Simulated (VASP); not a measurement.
# Ga (I4/mmm) in VASP: single point with LDA

Aim: the single point of Ga with LDA.

Everything below comes from runs of VASP 6.6.1. Logs are shortened: lines on timing, memory, paths and dates and some standing lists are left out, and cuts for length are marked.

### 1 The cell of the first run

The structure is tetragonal, space group I4/mmm (No. 139). Conventional cell: a = 2.808 Å, b = 2.808 Å, c = 4.324 Å, α = 90.00°, β = 90.00°, γ = 90.00°. Ga (site symmetry 4/mmm) has 12 Ga at 2.81 to 2.94 Å within 3.7 Å.

### 2 Single point, LDA (zz strain of -3 %)

File INCAR:

```
PREC     = Accurate       # precision mode
ENCUT    = 520            # plane-wave cutoff, eV
EDIFF    = 1E-6           # SCF threshold, eV
ISMEAR   = -1             # smearing method
SIGMA    = 0.05           # smearing width, eV
LREAL    = False          # projectors in reciprocal space
LASPH    = True           # aspherical terms in the spheres
NELM     = 80             # most SCF steps
ALGO     = Normal         # electronic algorithm
ISIF     = 2              # what is computed and relaxed
LWAVE    = False          # write WAVECAR
LCHARG   = False          # write CHGCAR
NBANDS   = 12             # bands
ISYM     = 0
```

File KPOINTS:

```
Automatic mesh
0
Gamma
  14 14 16
```

File POSCAR:

```
Ga
1.0
   -1.4040000000      1.4040000000      2.1621300000
    1.4040000000     -1.4040000000      2.1621300000
    1.4040000000      1.4040000000     -2.1621300000
Ga
1
Direct
    0.0000000000      0.0000000000      0.0000000000
```

Potentials or basis: VASP PAW LDA potentials, release 64 (Ga_d).

Started as:

```
$ cat potpaw_LDA.64/Ga_d/POTCAR > POTCAR
$ mpirun -np 1 vasp_std > vasp.out
```

OUTCAR:

```text
PREC = Accurate
   ENCUT = 520
   EDIFF = 1E-6
   ISMEAR = -1
   LREAL = False
   LASPH = True
   NELM = 80
   ISIF = 2
   ISYM = 0

 ion  position               nearest neighbor table
   1  0.000  0.000  0.000-

IMPORTANT INFORMATION: All symmetrisations will be switched off!
NOSYMM: (Re-)initialisation of all symmetry stuff for point group C_1.

----------------------------------------------------------------------------------------

                                     Primitive cell

  volume of cell :      17.0481

  direct lattice vectors                    reciprocal lattice vectors
    -1.404000000  1.404000000  2.162130000     0.000000000  0.356125356  0.231253440
     1.404000000 -1.404000000  2.162130000     0.356125356  0.000000000  0.231253440
     1.404000000  1.404000000 -2.162130000     0.356125356  0.356125356  0.000000000

  length of vectors
     2.935513266  2.935513266  2.935513266     0.424621505  0.424621505  0.503637309

  position of ions in fractional coordinates (direct lattice)
     0.000000000  0.000000000  0.000000000

  ion indices of the primitive-cell ions
   primitive index   ion index
                 1           1

----------------------------------------------------------------------------------------

 KPOINTS: Automatic mesh

Automatic generation of k-mesh.
 Grid dimensions read from file:
 generate k-points for:   14   14   16

 Generating k-lattice:

  Cartesian coordinates                     Fractional coordinates (reciprocal lattice)
     0.000000000  0.025437525  0.016518103     0.071428571  0.000000000 -0.000000000
     0.025437525  0.000000000  0.016518103     0.000000000  0.071428571 -0.000000000
     0.022257835  0.022257835  0.000000000     0.000000000  0.000000000  0.062500000

  Length of vectors
     0.030330108  0.030330108  0.031477332

  Shift w.r.t. Gamma in fractional coordinates (k-lattice)
     0.000000000  0.000000000  0.000000000

 -----------------------------------------------------------------------------
|                                                                             |
|           W    W    AA    RRRRR   N    N  II  N    N   GGGG   !!!           |
|           W    W   A  A   R    R  NN   N  II  NN   N  G    G  !!!           |
|           W    W  A    A  R    R  N N  N  II  N N  N  G       !!!           |
|           W WW W  AAAAAA  RRRRR   N  N N  II  N  N N  G  GGG   !            |
|           WW  WW  A    A  R   R   N   NN  II  N   NN  G    G                |
|           W    W  A    A  R    R  N    N  II  N    N   GGGG   !!!           |
|                                                                             |
|     Your reciprocal lattice and k-lattice belong to different lattice       |
|     classes:                                                                |
|                                                                             |
|        The reciprocal lattice is body-centered tetragonal,                  |
|        whereas your k-lattice is base-centered monoclinic.                  |
|                                                                             |
|     Results are often still useful ...                                      |
|                                                                             |
 -----------------------------------------------------------------------------

 WARNING: IBZKPT: internal override: KBLOWUP is changed to .FALSE.
      ... skipping the blow-up phase ...

 Subroutine IBZKPT returns following result:
 ===========================================

 Found   1572 irreducible k-points:

 Following reciprocal coordinates:
            Coordinates               Weight
  0.000000  0.000000  0.000000      1.000000
  0.071429 -0.000000 -0.000000      2.000000
  0.142857 -0.000000  0.000000      2.000000
  0.214286 -0.000000  0.000000      2.000000
  0.285714 -0.000000  0.000000      2.000000
  0.357143 -0.000000  0.000000      2.000000
[... 16 lines left out ...]
 -0.000000  0.142857  0.000000      2.000000
  0.071429  0.142857  0.000000      2.000000
 [... further k-points ...]
   k-points           NKPTS =   1572   k-points in BZ     NKDIM =   1572   number of bands    NBANDS=     12
   number of dos      NEDOS =    301   number of ions     NIONS =      1
   total plane-waves  NPLWV =  13824
   dimension x,y,z NGX =    24 NGY =   24 NGZ =   24
   dimension x,y,z NGXF=    48 NGYF=   48 NGZF=   48
   ions per type =               1
   NGX,Y,Z   is equivalent  to a cutoff of  13.59, 13.59, 13.59 a.u.
   NGXF,Y,Z  is equivalent  to a cutoff of  27.18, 27.18, 27.18 a.u.
 SYSTEM =  unknown system
   PREC   = accura    normal or accurate (medium, high low for compatibility)
   ISTART =      0    job   : 0-new  1-cont  2-samecut
   ICHARG =      2    charge: 1-file 2-atom 10-const
   ISPIN  =      1    spin polarized calculation?
   LNONCOLLINEAR =      F non collinear calculations
   LSORBIT =      F    spin-orbit coupling
   LASPH  =      T    aspherical Exc in radial PAW
   ENCUT  =  520.0 eV  38.22 Ry    6.18 a.u.   5.46  5.46  5.46*2*pi/ulx,y,z
   NELM   =     80;   NELMIN=  2; NELMDL= -5     # of ELM steps
   EDIFF  = 0.1E-05   stopping-criterion for ELM
   LREAL  =      F    real-space projection
   EDIFFG = 0.1E-04   stopping-criterion for IOM
   NSW    =      0    number of steps for IOM
   IBRION =     -1    ionic relax: 0-MD 1-quasi-New 2-CG
   NFREE  =      0    steps in history (QN), initial steepest desc. (CG)
   ISIF   =      2    stress and relaxation
   ISYM   =      0    0-nonsym 1-usesym 2-fastsym
   POTIM  = 0.5000    time-step for ionic-motion
   TEBEG  =    0.0;   TEEND  =   0.0 temperature during run
   PSTRESS=    0.0 pullay stress
   NELECT =      13.0000    total number of electrons
   NUPDOWN=      -1.0000    fix difference up-down
   EMIN   =  10.00;   EMAX   =-10.00  energy-range for DOS
   EFERMI =   0.00;   METHOD = LEGACY
   ISMEAR =    -1;   SIGMA  =   0.05  broadening in eV -4-tet -1-fermi 0-gaus
   EFERMI_NEDOS =   21; number of points for ismear=-14 and -15
   IALGO  =     38    algorithm
   IMIX   =      4    mixing-type and parameters
     AMIX     =   0.40;   BMIX     =  1.00
     AMIX_MAG =   1.60;   BMIX_MAG =  1.00
  volume/ion in A,a.u.               =      17.05       115.05
  Fermi-wavevector in a.u.,A,eV,Ry     =   1.495652  2.826373 30.435899  2.236975
  Thomas-Fermi vector in A             =   2.607769
   LORBIT       =      0    0 simple, 1 ext, 2 COOP (PROOUT), +10 PAW based schemes
   GGA     = CA    functional components
   LHFCALC =     F    Hartree Fock is set to
   AEXX    =    0.0000 exact exchange contribution
   IVDW    =     0    specifies the selected vdW correction
   LEPSILON=     F    determine dielectric tensor
   LRPA    =     F    only Hartree local field effects (RPA)
 non-spin polarized calculation
  energy-cutoff  :      520.00
  volume of cell :       17.05
 maximum number of plane-waves:       473
 NGX is ok and might be reduce to    24
   NGX = 11   NGY = 11   NGZ = 11

 number of electron      13.0000000 magnetization

 Free energy of the ion-electron system (eV)
  ---------------------------------------------------
  ext. energy  EPLUGINS =         0.00000000
  ---------------------------------------------------
  free energy    TOTEN  =        -3.56410368 eV

  energy without entropy =       -3.56128770  energy(sigma->0) =       -3.56269569

 E-fermi :   6.3342     XC(G=0): -11.8549

 val. band max:        6.3140812011   @ k =  -0.2143  -0.3571   0.0625
 cond. band min:       6.3391028044   @ k =   0.0714   0.1429   0.4375
 fundamental gap:      0.0250216033
 Fermi energy:         6.3342086027

 k-point     1 :       0.0000    0.0000    0.0000
  band No.  band energies     occupation
      1      -8.8685      2.00000
      2      -8.7665      2.00000
      3      -8.7656      2.00000
      4      -8.7030      2.00000
      5      -8.5943      2.00000
      6      -5.5627      2.00000
      7      19.4916      0.00000
      8      19.4930      0.00000
      9      19.5944      0.00000
     10      22.9444      0.00000
     11      23.1434      0.00000
     12      23.6043      0.00000

 k-point     2 :       0.0714   -0.0000   -0.0000
  band No.  band energies     occupation
      1      -8.8615      2.00000
      2      -8.7677      2.00000
      3      -8.7589      2.00000
      4      -8.7017      2.00000
      5      -8.5977      2.00000
      6      -5.4214      2.00000
      7      17.7802      0.00000
      8      19.1305      0.00000
      9      19.2833      0.00000
     10      22.0077      0.00000
     11      23.7933      0.00000
     12      24.0444      0.00000

 k-point     3 :       0.1429   -0.0000    0.0000
  band No.  band energies     occupation
      1      -8.8487      2.00000
      2      -8.7757      2.00000
      3      -8.7413      2.00000
      4      -8.6901      2.00000
      5      -8.6049      2.00000
      6      -4.9937      2.00000
      7      14.7442      0.00000
      8      18.2623      0.00000
      9      18.8539      0.00000
     10      21.6808      0.00000
     11      23.6612      0.00000
     12      25.1169      0.00000

 k-point     4 :       0.2143   -0.0000    0.0000
  band No.  band energies     occupation
      1      -8.8471      2.00000
      2      -8.7925      2.00000
      3      -8.7252      2.00000
      4      -8.6557      2.00000
      5      -8.6057      2.00000
      6      -4.2734      2.00000
      7      11.6807      0.00000
      8      17.3924      0.00000
      9      18.4503      0.00000
     10      21.4752      0.00000
     11      22.5424      0.00000
     12      25.8687      0.00000

 k-point     5 :       0.2857   -0.0000    0.0000
  band No.  band energies     occupation
      1      -8.8632      2.00000
      2      -8.8117      2.00000
      3      -8.7245      2.00000
      4      -8.6033      2.00000
      5      -8.5891      2.00000
      6      -3.2578      2.00000
      7       8.7919      0.00000
      8      16.6585      0.00000
      9      18.1711      0.00000
     10      21.1682      0.00000
     11      21.7990      0.00000
     12      24.8141      0.00000
[... 228 lines left out ...]
      1      -8.8290      2.00000
      2      -8.7870      2.00000
      3      -8.7421      2.00000
      4      -8.6897      2.00000
      5      -8.6135      2.00000
      6      -5.0214      2.00000
      7      15.7262      0.00000
      8      17.3384      0.00000
      9      18.7050      0.00000
     10      20.8868      0.00000
     11      25.0912      0.00000
     12      25.5414      0.00000

 k-point    22 :      -0.0714    0.0714    0.0000
  band No.  band energies     occupation
      1      -8.8491      2.00000
      2      -8.7773      2.00000
      3      -8.7557      2.00000
      4      -8.6977      2.00000
      5      -8.6034      2.00000
      6      -5.3641      2.00000
      7      18.1325      0.00000
      8      18.4077      0.00000
      9      18.8633      0.00000
     10      20.9448      0.00000
     11      24.8391      0.00000
     12      24.9222      0.00000

 k-point    23 :      -0.0000    0.1429    0.0000
  band No.  band energies     occupation
      1      -8.8487      2.00000
      2      -8.7757      2.00000
      3      -8.7413      2.00000
      4      -8.6901      2.00000
      5      -8.6049      2.00000
      6      -4.9937      2.00000
      7      14.7442      0.00000
      8      18.2623      0.00000
      9      18.8539      0.00000
     10      21.6808      0.00000
     11      23.6612      0.00000
     12      25.1169      0.00000

 k-point    24 :       0.0714    0.1429    0.0000
  band No.  band energies     occupation
      1      -8.8496      2.00000
      2      -8.7664      2.00000
      3      -8.7371      2.00000
      4      -8.6903      2.00000
      5      -8.6007      2.00000
      6      -4.6797      2.00000
      7      13.9300      0.00000
      8      16.3433      0.00000
      9      18.9781      0.00000
     10      22.0818      0.00000
     11      22.7495      0.00000
     12      24.7168      0.00000

 [... further k-points ...]

------------------------ aborting loop because EDIFF is reached ----------------------------------------

  FORCE on cell =-STRESS in cart. coord.  units (eV):
  Direction    XX          YY          ZZ          XY          YZ          ZX
  --------------------------------------------------------------------------------------
  -------------------------------------------------------------------------------------
  Total       -0.0062801     -0.0062812      0.0685507     -0.0118061      0.0314427      0.0314425
  in kB       -0.5901992     -0.5903060      6.4423850     -1.1095334      2.9549777      2.9549564
  external PRESSURE =       1.7539599 kB  Pullay stress =       0.0000000 kB

 VOLUME and BASIS-vectors are now :
 -----------------------------------------------------------------------------
  energy-cutoff  :      520.00
  volume of cell :       17.05
      direct lattice vectors                 reciprocal lattice vectors
    -1.404000000  1.404000000  2.162130000     0.000000000  0.356125356  0.231253440
     1.404000000 -1.404000000  2.162130000     0.356125356  0.000000000  0.231253440
     1.404000000  1.404000000 -2.162130000     0.356125356  0.356125356  0.000000000

 POSITION                                       TOTAL-FORCE (eV/Angst)
 -----------------------------------------------------------------------------------
      0.00000      0.00000      0.00000        -0.000000      0.000000      0.000000
 -----------------------------------------------------------------------------------
    total drift:                               -0.000000      0.000000      0.000000

  FREE ENERGIE OF THE ION-ELECTRON SYSTEM (eV)
  ---------------------------------------------------
  free  energy   TOTEN  =        -3.5641036806 eV

  energy  without entropy=       -3.5612877005  energy(sigma->0) =       -3.56269569
```

Wall time 1.8 min (1 thread of AMD EPYC 9R45 (Zen 5), shared host); peak memory 0.36 GiB.

Results:

```
Free energy            : -3.5641 eV
Pressure               : 0.2 GPa
Band gap on the k mesh : zero (an odd number of electrons rules out a gap without spin polarisation)
```

Caveat: the cell differs from its parent crystal (zz strain of -3 %).

The gap in the log of VASP goes by the Fermi energy; the results here count the filled bands.